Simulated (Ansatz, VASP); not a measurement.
# BaZrO3 in VASP and in Ansatz

Contents of INCAR:

```
SYSTEM = BaZrO3
ALGO     = Normal         ! electronic algorithm
EDIFF    = 1E-6           ! SCF threshold, eV
ENCUT    = 520            ! plane-wave cutoff, eV
GGA      = PS             ! functional
ISIF     = 2              ! what is computed and relaxed
ISMEAR   = 0              ! smearing method
LASPH    = .True.         ! aspherical terms in the spheres
LCHARG   = .False.        ! write CHGCAR
LREAL    = .False.        ! projectors in reciprocal space
LWAVE    = .False.        ! write WAVECAR
NBANDS   = 28             ! bands
NELM     = 80             ! most SCF steps
PREC     = Accurate       ! precision mode
SIGMA    = 0.01           ! smearing width, eV
```

KPOINTS

```
k-points
0
Gamma
  4 4 4
  0 0 0
```

Contents of POSCAR:

```
BaZrO3
1.0
    4.1561169902      0.0000000000      0.0000000000
    0.0000000000      4.1561169902      0.0000000000
    0.0000000000      0.0000000000      4.1561169902
Ba Zr O
1 1 3
Direct
    0.0000000000      0.0000000000      0.0000000000
    0.5000000000      0.5000000000      0.5000000000
    0.0000000000      0.5000000000      0.5000000000
    0.5000000000      0.0000000000      0.5000000000
    0.5000000000      0.5000000000      0.0000000000
```

Input for Ansatz:

```yaml
crystal:
  lattice:
    - [4.156116990179619, 0.0, 0.0]
    - [0.0, 4.156116990179619, 0.0]
    - [0.0, 0.0, 4.156116990179619]
  atoms:
    - { symbol: Ba, position: [0.0, 0.0, 0.0] }
    - { symbol: Zr, position: [0.5, 0.5, 0.5] }
    - { symbol: O, position: [0.0, 0.5, 0.5] }
    - { symbol: O, position: [0.5, 0.0, 0.5] }
    - { symbol: O, position: [0.5, 0.5, 0.0] }
basis:
  ecutwfc: 500.0
kpoints:
  mp_grid:
    grid: [4, 4, 4]
hamiltonian:
  xc: pbesol
scf:
  occupations:
    method: fixed
output:
  stress: true
```

Alike in both runs: task single point; functional PBEsol; k mesh 4 × 4 × 4; no spin polarisation.

```csv
,VASP,Ansatz
version,VASP 6.6.1,Ansatz 0.2.0
potentials or method,"VASP PAW PBE potentials, release 64 (Ba_sv, Zr_sv, O), cutoff 520 eV","plane waves, PAW"
occupations,"gaussian, width 0.01 eV",fixed
valence electrons in the cell,40,40
```

```csv
,VASP,Ansatz,Ansatz less VASP
pressure (GPa),4.3,3.0,-1.26
```

VASP's potentials were made for PBE, not for PBEsol.

Neither program's run includes spin-orbit coupling.
